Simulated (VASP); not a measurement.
# RbBr (Fm-3m) in VASP: a series of runs

The runs below take RbBr through single point, with PBE, LDA.

Program: VASP 6.6.1. These are calculated values, not measurements. Logs are shortened: lines on timing, memory, paths and dates and some standing lists are left out, and cuts for length are marked.

### 1 The cell of the first run

It takes space group Fm-3m (No. 225, cubic). The conventional cell has a = 6.922 Å, b = 6.922 Å, c = 6.922 Å, α = 90.00°, β = 90.00°, γ = 90.00°. Rb (site symmetry m-3m) has 6 Br at 3.46 Å within 4.5 Å. Br (site symmetry m-3m) has 6 Rb at 3.46 Å within 4.5 Å.

### 2 Single point, PBE

The input, INCAR:

```
ALGO     = Normal         # electronic algorithm
EDIFF    = 1E-6           # SCF threshold, eV
ENCUT    = 500            # plane-wave cutoff, eV
GGA      = PE             # functional
GGA_COMPAT= False        
ISIF     = 2              # what is computed and relaxed
ISMEAR   = 0              # smearing method
LASPH    = True           # aspherical terms in the spheres
LCHARG   = False          # write CHGCAR
LREAL    = False          # projectors in reciprocal space
LWAVE    = False          # write WAVECAR
NBANDS   = 15             # bands
NELM     = 120            # most SCF steps
PREC     = Accurate       # precision mode
SIGMA    = 0.01           # smearing width, eV
```

The input, KPOINTS:

```
k-points
0
Gamma
  2 2 2
```

The input, POSCAR:

```
RbBr
1.0
    0.0000000000      3.4608261073      3.4608261073
    3.4608261073      0.0000000000      3.4608261073
    3.4608261073      3.4608261073      0.0000000000
Rb Br
1 1
Direct
    0.0000000000      0.0000000000      0.0000000000
    0.5000000000      0.5000000000      0.5000000000
```

Potentials or basis: VASP PAW PBE potentials, release 64 (Rb_sv, Br).

Started as:

```sh
$ cat potpaw_PBE.64/Rb_sv/POTCAR potpaw_PBE.64/Br/POTCAR > POTCAR
$ mpirun -np 1 vasp_std > vasp.out
```

OUTCAR:

```text
EDIFF = 1E-6
   ENCUT = 500
   GGA = PE
   ISIF = 2
   ISMEAR = 0
   LASPH = True
   LREAL = False
   NELM = 120
   PREC = Accurate

 ion  position               nearest neighbor table
   1  0.000  0.000  0.000-   2 3.46   2 3.46   2 3.46   2 3.46   2 3.46   2 3.46
   2  0.500  0.500  0.500-   1 3.46   1 3.46   1 3.46   1 3.46   1 3.46   1 3.46

  LATTYP: Found a face centered cubic cell.
 ALAT       =     6.9216522146

  Lattice vectors:

 A1 = (   0.0000000000,   3.4608261073,   3.4608261073)
 A2 = (   3.4608261073,   0.0000000000,   3.4608261073)
 A3 = (   3.4608261073,   3.4608261073,   0.0000000000)

Analysis of symmetry for initial positions (statically):
=====================================================================
 Subroutine PRICEL returns:
 Original cell was already a primitive cell.

 Routine SETGRP: Setting up the symmetry group for a
 face centered cubic supercell.

 Subroutine GETGRP returns: Found 48 space group operations
 (whereof 48 operations were pure point group operations)
 out of a pool of 48 trial point group operations.

The static configuration has the point symmetry O_h .

Analysis of symmetry for dynamics (positions and initial velocities):
=====================================================================
 Subroutine PRICEL returns:
 Original cell was already a primitive cell.

 Routine SETGRP: Setting up the symmetry group for a
 face centered cubic supercell.

 Subroutine GETGRP returns: Found 48 space group operations
 (whereof 48 operations were pure point group operations)
 out of a pool of 48 trial point group operations.

The dynamic configuration has the point symmetry O_h .

 Subroutine INISYM returns: Found 48 space group operations
 (whereof 48 operations are pure point group operations),
 and found     1 'primitive' translations

----------------------------------------------------------------------------------------

                                     Primitive cell

  volume of cell :      82.9028

  direct lattice vectors                    reciprocal lattice vectors
     0.000000000  3.460826107  3.460826107    -0.144474176  0.144474176  0.144474176
     3.460826107  0.000000000  3.460826107     0.144474176 -0.144474176  0.144474176
     3.460826107  3.460826107  0.000000000     0.144474176  0.144474176 -0.144474176

  length of vectors
     4.894347218  4.894347218  4.894347218     0.250236613  0.250236613  0.250236613

  position of ions in fractional coordinates (direct lattice)
     0.000000000  0.000000000  0.000000000
     0.500000000  0.500000000  0.500000000

  ion indices of the primitive-cell ions
   primitive index   ion index
                 1           1
                 2           2

----------------------------------------------------------------------------------------

 KPOINTS: k-points

Automatic generation of k-mesh.
 Grid dimensions read from file:
 generate k-points for:    2    2    2

 Generating k-lattice:

  Cartesian coordinates                     Fractional coordinates (reciprocal lattice)
    -0.072237088  0.072237088  0.072237088     0.500000000  0.000000000  0.000000000
     0.072237088 -0.072237088  0.072237088     0.000000000  0.500000000  0.000000000
     0.072237088  0.072237088 -0.072237088     0.000000000  0.000000000  0.500000000

  Length of vectors
     0.125118307  0.125118307  0.125118307

  Shift w.r.t. Gamma in fractional coordinates (k-lattice)
     0.000000000  0.000000000  0.000000000

 Subroutine IBZKPT returns following result:
 ===========================================

 Found      3 irreducible k-points:

 Following reciprocal coordinates:
            Coordinates               Weight
  0.000000  0.000000  0.000000      1.000000
  0.500000  0.000000  0.000000      4.000000
  0.500000  0.500000  0.000000      3.000000
   k-points           NKPTS =      3   k-points in BZ     NKDIM =      3   number of bands    NBANDS=     15
   number of dos      NEDOS =    301   number of ions     NIONS =      2
   total plane-waves  NPLWV =  46656
   dimension x,y,z NGX =    36 NGY =   36 NGZ =   36
   dimension x,y,z NGXF=    72 NGYF=   72 NGZF=   72
   ions per type =               1   1
   NGX,Y,Z   is equivalent  to a cutoff of  12.23, 12.23, 12.23 a.u.
   NGXF,Y,Z  is equivalent  to a cutoff of  24.46, 24.46, 24.46 a.u.
 SYSTEM =  unknown system
   PREC   = accura    normal or accurate (medium, high low for compatibility)
   ISTART =      0    job   : 0-new  1-cont  2-samecut
   ICHARG =      2    charge: 1-file 2-atom 10-const
   ISPIN  =      1    spin polarized calculation?
   LNONCOLLINEAR =      F non collinear calculations
   LSORBIT =      F    spin-orbit coupling
   LASPH  =      T    aspherical Exc in radial PAW
   ENCUT  =  500.0 eV  36.75 Ry    6.06 a.u.   8.92  8.92  8.92*2*pi/ulx,y,z
   NELM   =    120;   NELMIN=  2; NELMDL= -5     # of ELM steps
   EDIFF  = 0.1E-05   stopping-criterion for ELM
   LREAL  =      F    real-space projection
   EDIFFG = 0.1E-04   stopping-criterion for IOM
   NSW    =      0    number of steps for IOM
   IBRION =     -1    ionic relax: 0-MD 1-quasi-New 2-CG
   NFREE  =      0    steps in history (QN), initial steepest desc. (CG)
   ISIF   =      2    stress and relaxation
   ISYM   =      2    0-nonsym 1-usesym 2-fastsym
   POTIM  = 0.5000    time-step for ionic-motion
   TEBEG  =    0.0;   TEEND  =   0.0 temperature during run
   PSTRESS=    0.0 pullay stress
   NELECT =      16.0000    total number of electrons
   NUPDOWN=      -1.0000    fix difference up-down
   EMIN   =  10.00;   EMAX   =-10.00  energy-range for DOS
   EFERMI =   0.00;   METHOD = LEGACY
   ISMEAR =     0;   SIGMA  =   0.01  broadening in eV -4-tet -1-fermi 0-gaus
   EFERMI_NEDOS =   21; number of points for ismear=-14 and -15
   IALGO  =     38    algorithm
   IMIX   =      4    mixing-type and parameters
     AMIX     =   0.40;   BMIX     =  1.00
     AMIX_MAG =   1.60;   BMIX_MAG =  1.00
  volume/ion in A,a.u.               =      41.45       279.73
  Fermi-wavevector in a.u.,A,eV,Ry     =   0.946074  1.787820 12.177973  0.895056
  Thomas-Fermi vector in A             =   2.074037
   LORBIT       =      0    0 simple, 1 ext, 2 COOP (PROOUT), +10 PAW based schemes
   GGA     = PE    functional components
   LHFCALC =     F    Hartree Fock is set to
   AEXX    =    0.0000 exact exchange contribution
   IVDW    =     0    specifies the selected vdW correction
   LEPSILON=     F    determine dielectric tensor
   LRPA    =     F    only Hartree local field effects (RPA)
 non-spin polarized calculation
 Gauss-broadening in eV      SIGMA  =   0.01
  energy-cutoff  :      500.00
  volume of cell :       82.90
 maximum number of plane-waves:      2120
 NGX is ok and might be reduce to    36
   NGX = 17   NGY = 17   NGZ = 17

 number of electron      15.9999997 magnetization

 Free energy of the ion-electron system (eV)
  ---------------------------------------------------
  ext. energy  EPLUGINS =         0.00000000
  ---------------------------------------------------
  free energy    TOTEN  =        -6.04579829 eV

  energy without entropy =       -6.04579829  energy(sigma->0) =       -6.04579829

 E-fermi :  -1.7042     XC(G=0):  -7.0970

 val. band max:       -1.8045595978   @ k =   0.0000   0.0000   0.0000
 cond. band min:       2.4536136643   @ k =   0.0000   0.0000   0.0000
 fundamental gap:      4.2581732622
 Fermi energy:        -1.7042209560

 k-point     1 :       0.0000    0.0000    0.0000
  band No.  band energies     occupation
      1     -26.3562      2.00000
      2     -13.9422      2.00000
      3     -10.4291      2.00000
      4     -10.4291      2.00000
      5     -10.4291      2.00000
      6      -1.8046      2.00000
      7      -1.8046      2.00000
      8      -1.8046      2.00000
      9       2.4536      0.00000
     10       5.4200      0.00000
     11       5.4200      0.00000
     12       5.4200      0.00000
     13       6.2840      0.00000
     14       6.2840      0.00000
     15       9.1015      0.00000

 k-point     2 :       0.5000    0.0000    0.0000
  band No.  band energies     occupation
      1     -26.3482      2.00000
      2     -13.9802      2.00000
      3     -10.4365      2.00000
      4     -10.4365      2.00000
      5     -10.3860      2.00000
      6      -2.7526      2.00000
      7      -2.1376      2.00000
      8      -2.1376      2.00000
      9       4.9052      0.00000
     10       5.7837      0.00000
     11       7.5416      0.00000
     12       7.5416      0.00000
     13       8.2298      0.00000
     14       8.2298      0.00000
     15       8.8327      0.00000

 k-point     3 :       0.5000    0.5000    0.0000
  band No.  band energies     occupation
      1     -26.3459      2.00000
      2     -13.8917      2.00000
      3     -10.5897      2.00000
      4     -10.4927      2.00000
      5     -10.4927      2.00000
      6      -2.2764      2.00000
      7      -1.9641      2.00000
      8      -1.9641      2.00000
      9       3.7969      0.00000
     10       5.1716      0.00000
     11       7.2346      0.00000
     12       7.2879      0.00000
     13       7.4621      0.00000
     14       8.8464      0.00000
     15       8.8464      0.00000

------------------------ aborting loop because EDIFF is reached ----------------------------------------

  FORCE on cell =-STRESS in cart. coord.  units (eV):
  Direction    XX          YY          ZZ          XY          YZ          ZX
  --------------------------------------------------------------------------------------
  -------------------------------------------------------------------------------------
  Total        0.4395175      0.4395175      0.4395175      0.0000000     -0.0000000      0.0000000
  in kB        8.4941016      8.4941016      8.4941016      0.0000000     -0.0000000      0.0000000
  external PRESSURE =       8.4941016 kB  Pullay stress =       0.0000000 kB

 VOLUME and BASIS-vectors are now :
 -----------------------------------------------------------------------------
  energy-cutoff  :      500.00
  volume of cell :       82.90
      direct lattice vectors                 reciprocal lattice vectors
     0.000000000  3.460826107  3.460826107    -0.144474176  0.144474176  0.144474176
     3.460826107  0.000000000  3.460826107     0.144474176 -0.144474176  0.144474176
     3.460826107  3.460826107  0.000000000     0.144474176  0.144474176 -0.144474176

 POSITION                                       TOTAL-FORCE (eV/Angst)
 -----------------------------------------------------------------------------------
      0.00000      0.00000      0.00000         0.000000      0.000000     -0.000000
      3.46083      3.46083      3.46083        -0.000000     -0.000000      0.000000
 -----------------------------------------------------------------------------------
    total drift:                                0.000000      0.000000      0.000000

  FREE ENERGIE OF THE ION-ELECTRON SYSTEM (eV)
  ---------------------------------------------------
  free  energy   TOTEN  =        -6.0457982923 eV

  energy  without entropy=       -6.0457982923  energy(sigma->0) =       -6.04579829
```

Wall time 14 s (1 thread of Intel Xeon 8259CL, shared host); peak memory 0.19 GiB.

Results:

* Free energy: -6.0458 eV
* Pressure: 0.8 GPa
* Band gap on the k mesh: 4.26 eV, direct

Levels at points of the mesh, in eV from the valence-band top:
| k point | band 5 | band 6 | band 7 | band 8 | band 9 | band 10 | band 11 | band 12 |
| --- | --- | --- | --- | --- | --- | --- | --- | --- |
| (0.00, 0.00, 0.00) | -8.62 | 0.00 | 0.00 | 0.00 | 4.26 | 7.22 | 7.22 | 7.22 |
| (0.50, 0.00, 0.00) | -8.58 | -0.95 | -0.33 | -0.33 | 6.71 | 7.59 | 9.35 | 9.35 |
| (0.50, 0.50, 0.00) | -8.69 | -0.47 | -0.16 | -0.16 | 5.60 | 6.98 | 9.04 | 9.09 |

Caveat: the k points lie up to 0.79 Å⁻¹ apart.

### 3 Single point, LDA

The input, INCAR:

```
SYSTEM = RbBr
ALGO = Normal
EDIFF = 1E-6
ENCUT = 500
GGA = CA
GGA_COMPAT = .False.
ISIF = 2
ISMEAR = 0
LASPH = .True.
LCHARG = .False.
LREAL = .False.
LWAVE = .False.
NBANDS = 15
NELM = 120
PREC = Accurate
SIGMA = 0.01
```

The input, KPOINTS:

```
k-points
0
Gamma
  2 2 2
  0 0 0
```

POSCAR is that of step 2.

Potentials or basis: VASP PAW LDA potentials, release 64 (Rb_sv, Br).

Started as:

```sh
$ cat potpaw_LDA.64/Rb_sv/POTCAR potpaw_LDA.64/Br/POTCAR > POTCAR
$ mpirun -np 1 vasp_std > vasp.out
```

Run time: 9.7 s. Hardware: 1 thread of Intel Xeon 8259CL, shared host; peak memory 0.16 GiB.

It converged, with:

| Property | Result |
| --- | --- |
| Free energy | -6.5987 eV |
| Pressure | -1.2 GPa |
| Band gap on the k mesh | 3.84 eV, direct |

Levels at points of the mesh, in eV from the valence-band top:
```
           k point  band 6  band 7  band 8  band 9  band 10  band 11
(0.00, 0.00, 0.00)    0.00    0.00    0.00    3.84     6.96     6.96
(0.50, 0.00, 0.00)   -1.02   -0.35   -0.35    6.34     7.26     9.11
(0.50, 0.50, 0.00)   -0.50   -0.17   -0.17    5.28     6.63     8.64
```

Caveat: the k points lie up to 0.79 Å⁻¹ apart. LDA gaps usually lie below the measured ones, often by a third to a half.
